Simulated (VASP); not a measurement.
Crystal: MnO2.

```
CELL_PARAMETERS angstrom
2.85496 0.00000 0.00000
-1.42748 2.47246 0.00000
0.00000 0.00000 10.22174
ATOMIC_POSITIONS crystal
Mn 0.00000 0.00000 0.50000
Mn 0.00000 0.00000 0.00000
O 0.66667 0.33333 0.40686
O 0.66667 0.33333 0.09314
O 0.33333 0.66667 0.59314
O 0.33333 0.66667 0.90686
```

Base run:

- Program: VASP 6.6.1
- Functional: PBEsol
- Potentials or basis: VASP PAW PBE potentials, release 64 (Mn_pv, O)
- Cutoff: 520 eV
- k mesh: 9 × 9 × 3
- Occupations: fermi-dirac, width 0.05 eV
- Spin: collinear spin, ferromagnetic start
- Starting moments: [6.0, 6.0, 0.0, 0.0, 0.0, 0.0] μB
- Fixed moment: 12 μB

Its results: pressure 46.9 GPa; site moments Mn +3.96; O +0.79 μB; largest force 2.734 eV/Å.

Task: The run is repeated on the same cell with these changes: fixed moment from 12 μB to 10 μB; moments at the start from [6.0, 6.0, 0.0, 0.0, 0.0, 0.0] to [5.0, 5.0, 0.0, 0.0, 0.0, 0.0]. What comes out?

Result: Pressure 28.5 GPa; site moments Mn +3.54; O +0.56 μB; largest force 1.248 eV/Å.

Caveats: the PAW data sets were made with another functional, which shifts forces and pressure a little; the total moment is fixed, so each spin has its own Fermi level and the state may be an excited one; the run started ferromagnetic, and an antiferromagnetic order may lie lower in energy; the stress differs along the axes, from 22 to 59 GPa (at least some runs); the stress differs along the axes, from 10 to 38 GPa (at least some runs).
